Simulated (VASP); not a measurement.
# Se (P6/mmm) in VASP: a series of runs

Se is run at these levels: PBE; tasks: single point.

Program: VASP 6.6.1. These are calculated values, not measurements. Logs are shortened: lines on timing, memory, paths and dates and some standing lists are left out, and cuts for length are marked.

**1. The cell of the first run**

Symmetry: P6/mmm, No. 191, hexagonal system. Conventional cell: a = 2.633 Å, b = 2.633 Å, c = 2.409 Å, α = 90.00°, β = 90.00°, γ = 120.00°. Se (site symmetry 6/mmm) has 8 Se at 2.41 to 2.63 Å within 3.2 Å.

This isn't the form of Se at room conditions, which is trigonal, of chains.

**2. Single point, PBE (14.46 Å³/atom)**

POSCAR

```
Se
1.0
    2.6332847331      0.0000000000      0.0000000000
   -1.3166423666      2.2804914743      0.0000000000
    0.0000000000      0.0000000000      2.4086941493
Se
1
Direct
    0.0000000000      0.0000000000      0.0000000000
```

INCAR.step1

```
SYSTEM = Se
PREC = Accurate
ENCUT = 400
EDIFF = 1E-6
ISMEAR = -1
SIGMA = 0.1
LREAL = .False.
LASPH = .True.
NELM = 120
ALGO = Normal
ISIF = 2
LWAVE = .False.
LCHARG = .True.
GGA = PE
NBANDS = 9
GGA_COMPAT = .False.
NEDOS = 2001
LORBIT = 11
```

KPOINTS.step1

```
Automatic mesh
0
Gamma
  16 16 15
  0 0 0
```

INCAR.step2

```
SYSTEM = Se
PREC = Accurate
ENCUT = 400
EDIFF = 1E-6
ISMEAR = -5
SIGMA = 0.1
LREAL = .False.
LASPH = .True.
NELM = 120
ALGO = Normal
ISIF = 2
LWAVE = .False.
LCHARG = .False.
GGA = PE
LORBIT = 11
NBANDS = 9
NEDOS = 1001
ICHARG = 11
GGA_COMPAT = .False.
```

KPOINTS.step2

```
Automatic mesh
0
Gamma
  24 24 23
  0 0 0
```

Potentials or basis: VASP PAW PBE potentials, release 64 (Se).

On the command line:

```bash
$ cat potpaw_PBE.64/Se/POTCAR > POTCAR
$ cp INCAR.step1 INCAR
$ cp KPOINTS.step1 KPOINTS
$ mpirun -np 1 vasp_std > vasp.out
$ cp INCAR.step2 INCAR
$ cp KPOINTS.step2 KPOINTS
$ mpirun -np 1 vasp_std > vasp.out
```

OUTCAR:

```text
SYSTEM = Se
   PREC = Accurate
   ENCUT = 400
   EDIFF = 1E-6
   ISMEAR = -5
   LREAL = .False.
   LASPH = .True.
   NELM = 120
   ISIF = 2
   GGA = PE
   LORBIT = 11
   ICHARG = 11

 ion  position               nearest neighbor table
   1  0.000  0.000  0.000-

  LATTYP: Found a hexagonal cell.
 ALAT       =     2.6332847331
 C/A-ratio  =     0.9147108625

  Lattice vectors:

 A1 = (   2.6332847331,   0.0000000000,   0.0000000000)
 A2 = (  -1.3166423666,   2.2804914743,   0.0000000000)
 A3 = (   0.0000000000,   0.0000000000,   2.4086941493)

Analysis of symmetry for initial positions (statically):
=====================================================================
 Subroutine PRICEL returns:
 Original cell was already a primitive cell.

 Routine SETGRP: Setting up the symmetry group for a
 hexagonal supercell.

 Subroutine GETGRP returns: Found 24 space group operations
 (whereof 24 operations were pure point group operations)
 out of a pool of 24 trial point group operations.

The static configuration has the point symmetry D_6h.

Analysis of symmetry for dynamics (positions and initial velocities):
=====================================================================
 Subroutine PRICEL returns:
 Original cell was already a primitive cell.

 Routine SETGRP: Setting up the symmetry group for a
 hexagonal supercell.

 Subroutine GETGRP returns: Found 24 space group operations
 (whereof 24 operations were pure point group operations)
 out of a pool of 24 trial point group operations.

The dynamic configuration has the point symmetry D_6h.

 Subroutine INISYM returns: Found 24 space group operations
 (whereof 24 operations are pure point group operations),
 and found     1 'primitive' translations

----------------------------------------------------------------------------------------

                                     Primitive cell

  volume of cell :      14.4647

  direct lattice vectors                    reciprocal lattice vectors
     2.633284733  0.000000000  0.000000000     0.379753844  0.219250984  0.000000000
    -1.316642367  2.280491474  0.000000000     0.000000000  0.438501968  0.000000000
     0.000000000  0.000000000  2.408694149     0.000000000  0.000000000  0.415162714

  length of vectors
     2.633284733  2.633284733  2.408694149     0.438501968  0.438501968  0.415162714

  position of ions in fractional coordinates (direct lattice)
[... 79 lines left out ...]
   EDIFF  = 0.1E-05   stopping-criterion for ELM
   LREAL  =      F    real-space projection
   EDIFFG = 0.1E-04   stopping-criterion for IOM
   NSW    =      0    number of steps for IOM
   IBRION =     -1    ionic relax: 0-MD 1-quasi-New 2-CG
   NFREE  =      0    steps in history (QN), initial steepest desc. (CG)
   ISIF   =      2    stress and relaxation
   ISYM   =      2    0-nonsym 1-usesym 2-fastsym
   POTIM  = 0.5000    time-step for ionic-motion
   TEBEG  =    0.0;   TEEND  =   0.0 temperature during run
   PSTRESS=    0.0 pullay stress
   NELECT =       6.0000    total number of electrons
   NUPDOWN=      -1.0000    fix difference up-down
   EMIN   =  10.00;   EMAX   =-10.00  energy-range for DOS
   EFERMI =   0.00;   METHOD = LEGACY
   ISMEAR =    -5;   SIGMA  =   0.10  broadening in eV -4-tet -1-fermi 0-gaus
   EFERMI_NEDOS =   21; number of points for ismear=-14 and -15
   IALGO  =     38    algorithm
   IMIX   =      4    mixing-type and parameters
     AMIX     =   0.40;   BMIX     =  1.00
     AMIX_MAG =   1.60;   BMIX_MAG =  1.00
  volume/ion in A,a.u.               =      14.46        97.61
  Fermi-wavevector in a.u.,A,eV,Ry     =   1.220926  2.307215 20.281658  1.490660
  Thomas-Fermi vector in A             =   2.356126
   LORBIT       =     11    0 simple, 1 ext, 2 COOP (PROOUT), +10 PAW based schemes
   GGA     = PE    functional components
   LHFCALC =     F    Hartree Fock is set to
   AEXX    =    0.0000 exact exchange contribution
   IVDW    =     0    specifies the selected vdW correction
   LEPSILON=     F    determine dielectric tensor
   LRPA    =     F    only Hartree local field effects (RPA)
 non-spin polarized calculation
 Fermi weights with tetrahedron method with Bloechl corrections
  energy-cutoff  :      400.00
  volume of cell :       14.46
 maximum number of plane-waves:       284
 NGX is ok and might be reduce to    18

 number of electron       5.9999997 magnetization

 Free energy of the ion-electron system (eV)
  ---------------------------------------------------
  ext. energy  EPLUGINS =         0.00000000
  ---------------------------------------------------
  free energy    TOTEN  =        -1.94900209 eV

  energy without entropy =       -1.94900209  energy(sigma->0) =       -1.94900209

 E-fermi :  10.8017     XC(G=0): -12.1185

 val. band max:       10.9549628535   @ k =   0.3333   0.0417   0.1739
 cond. band min:      10.6731695702   @ k =   0.2083   0.1250   0.1739
 fundamental gap:     -0.2817932832
 Fermi energy:        10.8016885082

 k-point     1 :       0.0000    0.0000    0.0000
  band No.  band energies     occupation
      1      -9.7649      2.00000
      2      14.0908      0.00000
      3      14.3465      0.00000
      4      14.3465      0.00000
      5      18.4644      0.00000
      6      22.7990      0.00000
      7      22.7990      0.00000
      8      23.8431      0.00000
      9      26.1629      0.00000
[... 265 lines left out ...]
 k-point    24 :       0.4583    0.0417    0.0000
  band No.  band energies     occupation
      1      -4.8249      2.00000
      2       0.1361      2.00000
      3       9.8289      2.00000
      4      16.4929      0.00000
      5      17.6298      0.00000
      6      25.4538      0.00000
      7      26.9579      0.00000
      8      27.8731      0.00000
      9      35.8697      0.00000

 [... further k-points ...]
[... 5 lines left out ...]
  --------------------------------------------------------------------------------------
  -------------------------------------------------------------------------------------
  Total        6.4517724      6.4517724      6.5319722     -0.0000000      0.0000000      0.0000000
  in kB      714.6307374    714.6307375    723.5140611     -0.0000000      0.0000000      0.0000000
  external PRESSURE =     717.5918453 kB  Pullay stress =       0.0000000 kB

 VOLUME and BASIS-vectors are now :
 -----------------------------------------------------------------------------
  energy-cutoff  :      400.00
  volume of cell :       14.46
      direct lattice vectors                 reciprocal lattice vectors
     2.633284733  0.000000000  0.000000000     0.379753844  0.219250984  0.000000000
    -1.316642367  2.280491474  0.000000000     0.000000000  0.438501968  0.000000000
     0.000000000  0.000000000  2.408694149     0.000000000  0.000000000  0.415162714

 POSITION                                       TOTAL-FORCE (eV/Angst)
 -----------------------------------------------------------------------------------
      0.00000      0.00000      0.00000         0.000000      0.000000      0.000000
 -----------------------------------------------------------------------------------
    total drift:                               -0.000000     -0.000000      0.000000

  FREE ENERGIE OF THE ION-ELECTRON SYSTEM (eV)
  ---------------------------------------------------
  free  energy   TOTEN  =        -1.9490020883 eV

  energy  without entropy=       -1.9490020883  energy(sigma->0) =       -1.94900209

 total charge

# of ion       s       p       d       tot
------------------------------------------
    1        1.561   2.232   0.164   3.957
```

OSZICAR.step1:

```text
N       E                     dE             d eps       ncg     rms          rms(c)
DAV:   1     0.774108242550E+01    0.77411E+01   -0.27955E+03  4481   0.483E+02
DAV:   2    -0.181755459589E+01   -0.95586E+01   -0.91530E+01  5864   0.700E+01
DAV:   3    -0.197319236785E+01   -0.15564E+00   -0.15460E+00  5209   0.774E+00
DAV:   4    -0.197336544699E+01   -0.17308E-03   -0.17307E-03  5751   0.279E-01
DAV:   5    -0.197336552624E+01   -0.79245E-07   -0.78688E-07  5069   0.514E-03    0.818E+00
DAV:   6    -0.196488919943E+01    0.84763E-02   -0.41128E-03  4820   0.355E-01    0.495E+00
DAV:   7    -0.196173545941E+01    0.31537E-02   -0.72269E-03  4816   0.496E-01    0.754E-02
DAV:   8    -0.196169806594E+01    0.37393E-04   -0.16832E-04  4760   0.813E-02    0.156E-02
DAV:   9    -0.196170003914E+01   -0.19732E-05   -0.95138E-06  5732   0.202E-02    0.488E-03
DAV:  10    -0.196170033572E+01   -0.29658E-06   -0.55746E-07  2881   0.520E-03
   1 F= -.19617003E+01 E0= -.19546916E+01  d E =-.140174E-01
```

Wall time 28 s (1 thread of Intel Xeon Platinum 8488C (Sapphire Rapids), shared host); peak memory 0.19 GiB.

Results:

- Valence electrons inside the program's atomic spheres: Se 3.96

**3. Single point, PBE**

This run uses another cell than the first one, of 22.25 Å³/atom.

POSCAR

```
Se
1.0
    3.1320713901      0.0000000000      0.0000000000
   -1.5660356950      2.7124533903      0.0000000000
    0.0000000000      0.0000000000      2.6193928555
Se
1
Direct
    0.0000000000      0.0000000000      0.0000000000
```

INCAR.step1

```
SYSTEM = Se
ALGO = Normal
EDIFF = 1E-6
ENCUT = 400
GGA = PE
GGA_COMPAT = .False.
ISIF = 2
ISMEAR = -1
LASPH = .True.
LCHARG = .True.
LORBIT = 11
LREAL = .False.
LWAVE = .False.
NBANDS = 9
NEDOS = 2001
NELM = 120
PREC = Accurate
SIGMA = 0.1
```

KPOINTS.step1

```
k-points
0
Gamma
  16 16 15
  0 0 0
```

INCAR.step2

```
SYSTEM = Se
ALGO = Normal
EDIFF = 1E-6
ENCUT = 400
GGA = PE
GGA_COMPAT = .False.
ICHARG = 11
ISIF = 2
ISMEAR = -5
LASPH = .True.
LCHARG = .False.
LORBIT = 10
LREAL = .False.
LWAVE = .False.
NEDOS = 1001
NELM = 120
PREC = Accurate
SIGMA = 0.1
```

KPOINTS.step2

```
k-points
0
Gamma
  24 24 23
  0 0 0
```

Potentials or basis: VASP PAW PBE potentials, release 64 (Se).

On the command line:

```bash
$ cat potpaw_PBE.64/Se/POTCAR > POTCAR
$ cp INCAR.step1 INCAR
$ cp KPOINTS.step1 KPOINTS
$ mpirun -np 1 vasp_std > vasp.out
$ cp INCAR.step2 INCAR
$ cp KPOINTS.step2 KPOINTS
$ mpirun -np 1 vasp_std > vasp.out
```

OUTCAR:

```text
SYSTEM = Se
   EDIFF = 1E-6
   ENCUT = 400
   GGA = PE
   ICHARG = 11
   ISIF = 2
   ISMEAR = -5
   LASPH = .True.
   LORBIT = 10
   LREAL = .False.
   NELM = 120
   PREC = Accurate

 ion  position               nearest neighbor table
   1  0.000  0.000  0.000-

  LATTYP: Found a hexagonal cell.
 ALAT       =     3.1320713901
 C/A-ratio  =     0.8363132666

  Lattice vectors:

 A1 = (   3.1320713901,   0.0000000000,   0.0000000000)
 A2 = (  -1.5660356950,   2.7124533903,   0.0000000000)
 A3 = (   0.0000000000,   0.0000000000,   2.6193928555)

Analysis of symmetry for initial positions (statically):
=====================================================================
 Subroutine PRICEL returns:
 Original cell was already a primitive cell.

 Routine SETGRP: Setting up the symmetry group for a
 hexagonal supercell.

 Subroutine GETGRP returns: Found 24 space group operations
 (whereof 24 operations were pure point group operations)
 out of a pool of 24 trial point group operations.

The static configuration has the point symmetry D_6h.

Analysis of symmetry for dynamics (positions and initial velocities):
=====================================================================
 Subroutine PRICEL returns:
 Original cell was already a primitive cell.

 Routine SETGRP: Setting up the symmetry group for a
 hexagonal supercell.

 Subroutine GETGRP returns: Found 24 space group operations
 (whereof 24 operations were pure point group operations)
 out of a pool of 24 trial point group operations.

The dynamic configuration has the point symmetry D_6h.

 Subroutine INISYM returns: Found 24 space group operations
 (whereof 24 operations are pure point group operations),
 and found     1 'primitive' translations

----------------------------------------------------------------------------------------

                                     Primitive cell

  volume of cell :      22.2533

  direct lattice vectors                    reciprocal lattice vectors
     3.132071390  0.000000000  0.000000000     0.319277525  0.184334965  0.000000000
    -1.566035695  2.712453390  0.000000000     0.000000000  0.368669929  0.000000000
     0.000000000  0.000000000  2.619392856     0.000000000  0.000000000  0.381767858

  length of vectors
     3.132071390  3.132071390  2.619392856     0.368669929  0.368669929  0.381767858

  position of ions in fractional coordinates (direct lattice)
     0.000000000  0.000000000  0.000000000

  ion indices of the primitive-cell ions
   primitive index   ion index
                 1           1

----------------------------------------------------------------------------------------

 KPOINTS: k-points

Automatic generation of k-mesh.
 Grid dimensions read from file:
 generate k-points for:   24   24   23

 Generating k-lattice:

  Cartesian coordinates                     Fractional coordinates (reciprocal lattice)
     0.013303230  0.007680624  0.000000000     0.041666667  0.000000000  0.000000000
     0.000000000  0.015361247  0.000000000     0.000000000  0.041666667  0.000000000
     0.000000000  0.000000000  0.016598603     0.000000000  0.000000000  0.043478261

  Length of vectors
     0.015361247  0.015361247  0.016598603

  Shift w.r.t. Gamma in fractional coordinates (k-lattice)
     0.000000000  0.000000000  0.000000000

 TETIRR: Found  13157 inequivalent tetrahedra from    79488

 Subroutine IBZKPT returns following result:
 ===========================================

 Found    732 irreducible k-points:

 Following reciprocal coordinates:
            Coordinates               Weight
  0.000000  0.000000  0.000000      1.000000
  0.041667  0.000000  0.000000      6.000000
  0.083333  0.000000  0.000000      6.000000
  0.125000  0.000000  0.000000      6.000000
  0.166667  0.000000  0.000000      6.000000
  0.208333  0.000000  0.000000      6.000000
[... 16 lines left out ...]
  0.416667  0.041667  0.000000     12.000000
  0.458333  0.041667  0.000000     12.000000
 [... further k-points ...]
   k-points           NKPTS =    732   k-points in BZ     NKDIM =    732   number of bands    NBANDS=      7
   number of dos      NEDOS =   1001   number of ions     NIONS =      1
   total plane-waves  NPLWV =   7200
   dimension x,y,z NGX =    20 NGY =   20 NGZ =   18
   dimension x,y,z NGXF=    40 NGYF=   40 NGZF=   36
   ions per type =               1
   NGX,Y,Z   is equivalent  to a cutoff of  10.62, 10.62, 11.42 a.u.
   NGXF,Y,Z  is equivalent  to a cutoff of  21.23, 21.23, 22.85 a.u.
 SYSTEM =  Se
   PREC   = accura    normal or accurate (medium, high low for compatibility)
   ISTART =      0    job   : 0-new  1-cont  2-samecut
   ICHARG =     11    charge: 1-file 2-atom 10-const
   ISPIN  =      1    spin polarized calculation?
   LNONCOLLINEAR =      F non collinear calculations
   LSORBIT =      F    spin-orbit coupling
   LASPH  =      T    aspherical Exc in radial PAW
   ENCUT  =  400.0 eV  29.40 Ry    5.42 a.u.   5.11  5.11  4.27*2*pi/ulx,y,z
   NELM   =    120;   NELMIN=  2; NELMDL=  0     # of ELM steps
   EDIFF  = 0.1E-05   stopping-criterion for ELM
   LREAL  =      F    real-space projection
   EDIFFG = 0.1E-04   stopping-criterion for IOM
   NSW    =      0    number of steps for IOM
   IBRION =     -1    ionic relax: 0-MD 1-quasi-New 2-CG
   NFREE  =      0    steps in history (QN), initial steepest desc. (CG)
   ISIF   =      2    stress and relaxation
   ISYM   =      2    0-nonsym 1-usesym 2-fastsym
   POTIM  = 0.5000    time-step for ionic-motion
   TEBEG  =    0.0;   TEEND  =   0.0 temperature during run
   PSTRESS=    0.0 pullay stress
   NELECT =       6.0000    total number of electrons
   NUPDOWN=      -1.0000    fix difference up-down
   EMIN   =  10.00;   EMAX   =-10.00  energy-range for DOS
   EFERMI =   0.00;   METHOD = LEGACY
   ISMEAR =    -5;   SIGMA  =   0.10  broadening in eV -4-tet -1-fermi 0-gaus
   EFERMI_NEDOS =   21; number of points for ismear=-14 and -15
   IALGO  =     38    algorithm
   IMIX   =      4    mixing-type and parameters
     AMIX     =   0.40;   BMIX     =  1.00
     AMIX_MAG =   1.60;   BMIX_MAG =  1.00
  volume/ion in A,a.u.               =      22.25       150.17
  Fermi-wavevector in a.u.,A,eV,Ry     =   1.057614  1.998600 15.218751  1.118547
  Thomas-Fermi vector in A             =   2.192893
   LORBIT       =     10    0 simple, 1 ext, 2 COOP (PROOUT), +10 PAW based schemes
   GGA     = PE    functional components
   LHFCALC =     F    Hartree Fock is set to
   AEXX    =    0.0000 exact exchange contribution
   IVDW    =     0    specifies the selected vdW correction
   LEPSILON=     F    determine dielectric tensor
   LRPA    =     F    only Hartree local field effects (RPA)
 non-spin polarized calculation
 Fermi weights with tetrahedron method with Bloechl corrections
  energy-cutoff  :      400.00
  volume of cell :       22.25
 maximum number of plane-waves:       416

 number of electron       6.0000003 magnetization

 Free energy of the ion-electron system (eV)
  ---------------------------------------------------
  ext. energy  EPLUGINS =         0.00000000
  ---------------------------------------------------
  free energy    TOTEN  =        -3.09965871 eV

  energy without entropy =       -3.09965871  energy(sigma->0) =       -3.09965871

 E-fermi :   4.4873     XC(G=0): -10.0639

 val. band max:        4.5837218381   @ k =   0.2083   0.0833   0.1739
 cond. band min:       4.4153098133   @ k =   0.3333   0.0833   0.2174
 fundamental gap:     -0.1684120249
 Fermi energy:         4.4873160259

 k-point     1 :       0.0000    0.0000    0.0000
  band No.  band energies     occupation
      1     -11.2731      2.00000
      2       5.5811      0.00000
      3       5.5811      0.00000
      4       8.4353      0.00000
      5      11.8200      0.00000
      6      15.0138      0.00000
      7      15.4499      0.00000
[... 221 lines left out ...]
 k-point    24 :       0.4583    0.0417    0.0000
  band No.  band energies     occupation
      1      -9.2627      2.00000
      2      -1.6800      2.00000
      3       3.5677      2.00000
      4       9.7056      0.00000
      5      10.4975      0.00000
      6      17.4931      0.00000
      7      20.8705      0.00000

 [... further k-points ...]
[... 5 lines left out ...]
  --------------------------------------------------------------------------------------
  -------------------------------------------------------------------------------------
  Total        0.0350411      0.0350411     -0.0254395      0.0000000      0.0000000      0.0000000
  in kB        2.5228647      2.5228647     -1.8315761      0.0000000      0.0000000      0.0000000
  external PRESSURE =       1.0713844 kB  Pullay stress =       0.0000000 kB

 VOLUME and BASIS-vectors are now :
 -----------------------------------------------------------------------------
  energy-cutoff  :      400.00
  volume of cell :       22.25
      direct lattice vectors                 reciprocal lattice vectors
     3.132071390  0.000000000  0.000000000     0.319277525  0.184334965  0.000000000
    -1.566035695  2.712453390  0.000000000     0.000000000  0.368669929  0.000000000
     0.000000000  0.000000000  2.619392856     0.000000000  0.000000000  0.381767858

 POSITION                                       TOTAL-FORCE (eV/Angst)
 -----------------------------------------------------------------------------------
      0.00000      0.00000      0.00000        -0.000000      0.000000      0.000000
 -----------------------------------------------------------------------------------
    total drift:                               -0.000000     -0.000000     -0.000000

  FREE ENERGIE OF THE ION-ELECTRON SYSTEM (eV)
  ---------------------------------------------------
  free  energy   TOTEN  =        -3.0996587115 eV

  energy  without entropy=       -3.0996587115  energy(sigma->0) =       -3.09965871

 total charge

# of ion       s       p       d       tot
------------------------------------------
    1        1.535   2.065   0.049   3.648
```

Wall time 30 s (1 thread of Intel Xeon Platinum 8488C (Sapphire Rapids), shared host); peak memory 0.19 GiB.

Results:

- Valence electrons inside the program's atomic spheres: Se 3.65
